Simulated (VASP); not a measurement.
# CaO (P2_1/m) in VASP: single point with PBE

Aim: the single point of CaO with PBE.

Everything below comes from runs of VASP 6.6.1. Logs are shortened: lines on timing, memory, paths and dates and some standing lists are left out, and cuts for length are marked.

## (1) The cell of the first run

It takes space group P2_1/m (No. 11, monoclinic). The conventional cell has a = 3.917 Å, b = 4.770 Å, c = 3.982 Å, α = 90.00°, β = 118.39°, γ = 90.00°. Ca (site symmetry m) has 5 O at 2.29 to 2.39 Å within 3.0 Å. O (site symmetry m) has 5 Ca at 2.29 to 2.39 Å within 3.0 Å.

## (2) Single point, PBE (shear xy strain +3.7%)

The input, INCAR:

```
ALGO = Normal
EDIFF = 1E-6
ENCUT = 520
GGA = PE
ISIF = 2
ISMEAR = -1
LASPH = True
LCHARG = True
LELF = True
LREAL = False
LVHAR = True
LWAVE = False
NBANDS = 24
NELM = 80
PREC = Accurate
SIGMA = 0.02
```

The input, KPOINTS:

```
k-points
0
Gamma
  12 12 6
```

The input, POSCAR:

```
CaO
1.0
    3.9810268763      0.0740470999      0.0000000000
   -1.9263867686      3.4106468581      0.0000000000
    0.0000000000      0.0000000000      4.7701151974
Ca O
2 2
Direct
    0.3282779585      0.6669270202      0.2500000000
    0.6717220415      0.3330729798      0.7500000000
    0.6705668831      0.3331426173      0.2500000000
    0.3294331169      0.6668573827      0.7500000000
```

Potentials or basis: VASP PAW PBE potentials, release 64 (Ca_sv, O).

Run with:

```console
$ cat potpaw_PBE.64/Ca_sv/POTCAR potpaw_PBE.64/O/POTCAR > POTCAR
$ mpirun -np 1 vasp_std > vasp.out
```

OUTCAR:

```text
EDIFF = 1E-6
   ENCUT = 520
   GGA = PE
   ISIF = 2
   ISMEAR = -1
   LASPH = True
   LREAL = False
   NELM = 80
   PREC = Accurate

 ion  position               nearest neighbor table
   1  0.328  0.667  0.250-   3 2.29   3 2.30   3 2.30   4 2.39   4 2.39
   2  0.672  0.333  0.750-   4 2.29   4 2.30   4 2.30   3 2.39   3 2.39
   3  0.671  0.333  0.250-   1 2.29   1 2.30   1 2.30   2 2.39   2 2.39
   4  0.329  0.667  0.750-   2 2.29   2 2.30   2 2.30   1 2.39   1 2.39

  Warning from LATTYP: Monoclinic adjustment (A1->A3, A2->A1, A3->A2)!
  LATTYP: Found a simple monoclinic cell.
 ALAT       =     3.9170751809
 B/A-ratio  =     1.2177747368
 C/A-ratio  =     1.0165021785
 COS(beta)  =    -0.4755146332

  Lattice vectors:

 A1 = (  -1.9263867686,   3.4106468581,   0.0000000000)
 A2 = (   0.0000000000,   0.0000000000,   4.7701151974)
 A3 = (   3.9810268763,   0.0740470999,   0.0000000000)

Analysis of symmetry for initial positions (statically):
=====================================================================
 Subroutine PRICEL returns:
 Original cell was already a primitive cell.

 Routine SETGRP: Setting up the symmetry group for a
 simple monoclinic supercell.

 Subroutine GETGRP returns: Found  4 space group operations
 (whereof  2 operations were pure point group operations)
 out of a pool of  4 trial point group operations.

The static configuration has the point symmetry S_2 .
 The point group associated with its full space group is C_2h.

Analysis of symmetry for dynamics (positions and initial velocities):
=====================================================================
 Subroutine PRICEL returns:
 Original cell was already a primitive cell.

 Routine SETGRP: Setting up the symmetry group for a
 simple monoclinic supercell.

 Subroutine GETGRP returns: Found  4 space group operations
 (whereof  2 operations were pure point group operations)
 out of a pool of  4 trial point group operations.

The dynamic configuration has the point symmetry S_2 .
 The point group associated with its full space group is C_2h.

 Subroutine INISYM returns: Found  4 space group operations
 (whereof  2 operations are pure point group operations),
 and found     1 'primitive' translations

----------------------------------------------------------------------------------------

                                     Primitive cell

  volume of cell :      65.4485

  direct lattice vectors                    reciprocal lattice vectors
     3.981026876  0.074047100  0.000000000     0.248579997  0.140401876  0.000000000
    -1.926386769  3.410646858  0.000000000    -0.005396814  0.290151308  0.000000000
     0.000000000  0.000000000  4.770115197     0.000000000  0.000000000  0.209638543

  length of vectors
     3.981715455  3.917075181  4.770115197     0.285490283  0.290201494  0.209638543

  position of ions in fractional coordinates (direct lattice)
     0.328277959  0.666927020  0.250000000
     0.671722041  0.333072980  0.750000000
     0.670566883  0.333142617  0.250000000
     0.329433117  0.666857383  0.750000000

  ion indices of the primitive-cell ions
   primitive index   ion index
                 1           1
                 2           2
                 3           3
                 4           4

----------------------------------------------------------------------------------------

 KPOINTS: k-points

Automatic generation of k-mesh.
 Grid dimensions read from file:
 generate k-points for:   12   12    6

 Generating k-lattice:

  Cartesian coordinates                     Fractional coordinates (reciprocal lattice)
     0.020715000  0.011700156  0.000000000     0.083333333  0.000000000  0.000000000
    -0.000449735  0.024179276  0.000000000     0.000000000  0.083333333  0.000000000
     0.000000000  0.000000000  0.034939757     0.000000000  0.000000000  0.166666667

  Length of vectors
     0.023790857  0.024183458  0.034939757

  Shift w.r.t. Gamma in fractional coordinates (k-lattice)
     0.000000000  0.000000000  0.000000000

 Subroutine IBZKPT returns following result:
 ===========================================

 Found    296 irreducible k-points:

 Following reciprocal coordinates:
            Coordinates               Weight
  0.000000  0.000000  0.000000      1.000000
  0.083333  0.000000  0.000000      2.000000
  0.166667 -0.000000  0.000000      2.000000
  0.250000 -0.000000  0.000000      2.000000
  0.333333  0.000000  0.000000      2.000000
  0.416667 -0.000000  0.000000      2.000000
[... 16 lines left out ...]
  0.250000  0.166667  0.000000      2.000000
  0.333333  0.166667  0.000000      2.000000
 [... further k-points ...]
   k-points           NKPTS =    296   k-points in BZ     NKDIM =    296   number of bands    NBANDS=     24
   number of dos      NEDOS =    301   number of ions     NIONS =      4
   total plane-waves  NPLWV =  32400
   dimension x,y,z NGX =    30 NGY =   30 NGZ =   36
   dimension x,y,z NGXF=    60 NGYF=   60 NGZF=   72
   ions per type =               2   2
   NGX,Y,Z   is equivalent  to a cutoff of  12.53, 12.73, 12.55 a.u.
   NGXF,Y,Z  is equivalent  to a cutoff of  25.05, 25.46, 25.09 a.u.
 SYSTEM =  unknown system
   PREC   = accura    normal or accurate (medium, high low for compatibility)
   ISTART =      0    job   : 0-new  1-cont  2-samecut
   ICHARG =      2    charge: 1-file 2-atom 10-const
   ISPIN  =      1    spin polarized calculation?
   LNONCOLLINEAR =      F non collinear calculations
   LSORBIT =      F    spin-orbit coupling
   LASPH  =      T    aspherical Exc in radial PAW
   ENCUT  =  520.0 eV  38.22 Ry    6.18 a.u.   7.40  7.28  8.87*2*pi/ulx,y,z
   NELM   =     80;   NELMIN=  2; NELMDL= -5     # of ELM steps
   EDIFF  = 0.1E-05   stopping-criterion for ELM
   LREAL  =      F    real-space projection
   EDIFFG = 0.1E-04   stopping-criterion for IOM
   NSW    =      0    number of steps for IOM
   IBRION =     -1    ionic relax: 0-MD 1-quasi-New 2-CG
   NFREE  =      0    steps in history (QN), initial steepest desc. (CG)
   ISIF   =      2    stress and relaxation
   ISYM   =      2    0-nonsym 1-usesym 2-fastsym
   POTIM  = 0.5000    time-step for ionic-motion
   TEBEG  =    0.0;   TEEND  =   0.0 temperature during run
   PSTRESS=    0.0 pullay stress
   NELECT =      32.0000    total number of electrons
   NUPDOWN=      -1.0000    fix difference up-down
   EMIN   =  10.00;   EMAX   =-10.00  energy-range for DOS
   EFERMI =   0.00;   METHOD = LEGACY
   ISMEAR =    -1;   SIGMA  =   0.02  broadening in eV -4-tet -1-fermi 0-gaus
   EFERMI_NEDOS =   21; number of points for ismear=-14 and -15
   IALGO  =     38    algorithm
   IMIX   =      4    mixing-type and parameters
     AMIX     =   0.40;   BMIX     =  1.00
     AMIX_MAG =   1.60;   BMIX_MAG =  1.00
  volume/ion in A,a.u.               =      16.36       110.42
  Fermi-wavevector in a.u.,A,eV,Ry     =   1.289709  2.437196 22.631236  1.663349
  Thomas-Fermi vector in A             =   2.421585
   LORBIT       =      0    0 simple, 1 ext, 2 COOP (PROOUT), +10 PAW based schemes
   GGA     = PE    functional components
   LHFCALC =     F    Hartree Fock is set to
   AEXX    =    0.0000 exact exchange contribution
   IVDW    =     0    specifies the selected vdW correction
   LEPSILON=     F    determine dielectric tensor
   LRPA    =     F    only Hartree local field effects (RPA)
 non-spin polarized calculation
  energy-cutoff  :      520.00
  volume of cell :       65.45
 maximum number of plane-waves:      1791
 NGX is ok and might be reduce to    30
   NGX = 15   NGY = 15   NGZ = 17

 number of electron      31.9999992 magnetization

 Free energy of the ion-electron system (eV)
  ---------------------------------------------------
  ext. energy  EPLUGINS =         0.00000000
  ---------------------------------------------------
  free energy    TOTEN  =       -25.33433966 eV

  energy without entropy =      -25.33433966  energy(sigma->0) =      -25.33433966

 E-fermi :   1.8290     XC(G=0):  -9.4363

 val. band max:        1.3911995245   @ k =   0.0000   0.0000   0.0000
 cond. band min:       4.5801099506   @ k =   0.0000   0.0000   0.0000
 fundamental gap:      3.1889104261
 Fermi energy:         1.8290375136

 k-point     1 :       0.0000    0.0000    0.0000
  band No.  band energies     occupation
      1     -36.2323      2.00000
      2     -36.0970      2.00000
      3     -17.5798      2.00000
      4     -17.3352      2.00000
      5     -17.3294      2.00000
      6     -17.1394      2.00000
[... 16 lines left out ...]
     23       9.8074      0.00000
     24       9.9052      0.00000

 k-point     2 :       0.0833    0.0000    0.0000
  band No.  band energies     occupation
      1     -36.2295      2.00000
      2     -36.0982      2.00000
      3     -17.5703      2.00000
      4     -17.3665      2.00000
      5     -17.3356      2.00000
      6     -17.1644      2.00000
[... 16 lines left out ...]
     23       9.6954      0.00000
     24       9.9118      0.00000

 k-point     3 :       0.1667   -0.0000    0.0000
  band No.  band energies     occupation
      1     -36.2213      2.00000
      2     -36.1018      2.00000
      3     -17.5426      2.00000
      4     -17.4490      2.00000
      5     -17.3518      2.00000
      6     -17.2668      2.00000
[... 16 lines left out ...]
     23       9.5296      0.00000
     24       9.9555      0.00000

 k-point     4 :       0.2500   -0.0000    0.0000
  band No.  band energies     occupation
      1     -36.2090      2.00000
      2     -36.1079      2.00000
      3     -17.5553      2.00000
      4     -17.5000      2.00000
      5     -17.3987      2.00000
      6     -17.3694      2.00000
[... 16 lines left out ...]
     23       9.6564      0.00000
     24       9.8254      0.00000

 k-point     5 :       0.3333    0.0000    0.0000
  band No.  band energies     occupation
      1     -36.1945      2.00000
      2     -36.1162      2.00000
      3     -17.6556      2.00000
      4     -17.5148      2.00000
      5     -17.4482      2.00000
      6     -17.3904      2.00000
[... 16 lines left out ...]
     23       9.5862      0.00000
     24       9.7946      0.00000

 k-point     6 :       0.4167   -0.0000    0.0000
  band No.  band energies     occupation
      1     -36.1812      2.00000
      2     -36.1250      2.00000
      3     -17.7258      2.00000
      4     -17.5948      2.00000
      5     -17.4042      2.00000
      6     -17.3980      2.00000
[... 16 lines left out ...]
     23       9.7610      0.00000
     24       9.9814      0.00000
[... 379 lines left out ...]
 k-point    21 :       0.0833    0.1667    0.0000
  band No.  band energies     occupation
      1     -36.2134      2.00000
      2     -36.1053      2.00000
      3     -17.5161      2.00000
      4     -17.5099      2.00000
      5     -17.3780      2.00000
      6     -17.3438      2.00000
[... 16 lines left out ...]
     23       9.6577      0.00000
     24       9.9493      0.00000

 k-point    22 :       0.1667    0.1667    0.0000
  band No.  band energies     occupation
      1     -36.2019      2.00000
      2     -36.1115      2.00000
      3     -17.5835      2.00000
      4     -17.4755      2.00000
      5     -17.4661      2.00000
      6     -17.3890      2.00000
[... 16 lines left out ...]
     23       9.6662      0.00000
     24       9.7449      0.00000

 k-point    23 :       0.2500    0.1667    0.0000
  band No.  band energies     occupation
      1     -36.1881      2.00000
      2     -36.1199      2.00000
      3     -17.6541      2.00000
      4     -17.5595      2.00000
      5     -17.4250      2.00000
      6     -17.4229      2.00000
[... 16 lines left out ...]
     23       9.6413      0.00000
     24       9.9636      0.00000

 k-point    24 :       0.3333    0.1667    0.0000
  band No.  band energies     occupation
      1     -36.1747      2.00000
      2     -36.1293      2.00000
      3     -17.7063      2.00000
      4     -17.6230      2.00000
      5     -17.4466      2.00000
      6     -17.3739      2.00000
[... 16 lines left out ...]
     23       9.5308      0.00000
     24      10.0322      0.00000

 [... further k-points ...]

------------------------ aborting loop because EDIFF is reached ----------------------------------------

  FORCE on cell =-STRESS in cart. coord.  units (eV):
  Direction    XX          YY          ZZ          XY          YZ          ZX
  --------------------------------------------------------------------------------------
  -------------------------------------------------------------------------------------
  Total        0.8194593      0.8718200      1.0538419     -0.1947659      0.0000000      0.0000000
  in kB       20.0603516     21.3421402     25.7980323     -4.7678674      0.0000000      0.0000000
  external PRESSURE =      22.4001747 kB  Pullay stress =       0.0000000 kB

 VOLUME and BASIS-vectors are now :
 -----------------------------------------------------------------------------
  energy-cutoff  :      520.00
  volume of cell :       65.45
      direct lattice vectors                 reciprocal lattice vectors
     3.981026876  0.074047100  0.000000000     0.248579997  0.140401876  0.000000000
    -1.926386769  3.410646858  0.000000000    -0.005396814  0.290151308  0.000000000
     0.000000000  0.000000000  4.770115197     0.000000000  0.000000000  0.209638543

 POSITION                                       TOTAL-FORCE (eV/Angst)
 -----------------------------------------------------------------------------------
      0.02212      2.29896      1.19253        -0.004171      0.000836      0.000000
      2.03252      1.18573      3.57759         0.004171     -0.000836     -0.000000
      2.02778      1.18589      1.19253         0.003163     -0.000755      0.000000
      0.02686      2.29881      3.57759        -0.003163      0.000755      0.000000
 -----------------------------------------------------------------------------------
    total drift:                                0.000000      0.000000     -0.000000

  FREE ENERGIE OF THE ION-ELECTRON SYSTEM (eV)
  ---------------------------------------------------
  free  energy   TOTEN  =       -25.3343396616 eV

  energy  without entropy=      -25.3343396616  energy(sigma->0) =      -25.33433966
```

Run time: 4.8 min. Hardware: 1 thread of Intel Xeon Platinum 8488C (Sapphire Rapids), shared host; peak memory 0.47 GiB.

Results:

```yaml
Free_energy: -25.3343 eV
Pressure: 2.2 GPa
Largest_force: 0.004 eV/Å
Band_gap_on_the_k_mesh: 3.19 eV
```

Forces on the atoms (eV/Å):
```
Ca  -0.004  0.001  0.000
Ca   0.004 -0.001  0.000
O    0.003 -0.001  0.000
O   -0.003  0.001  0.000
```

Caveat: the cell differs from its parent crystal (shear xy strain +3.7%). A k mesh can miss the band edges.
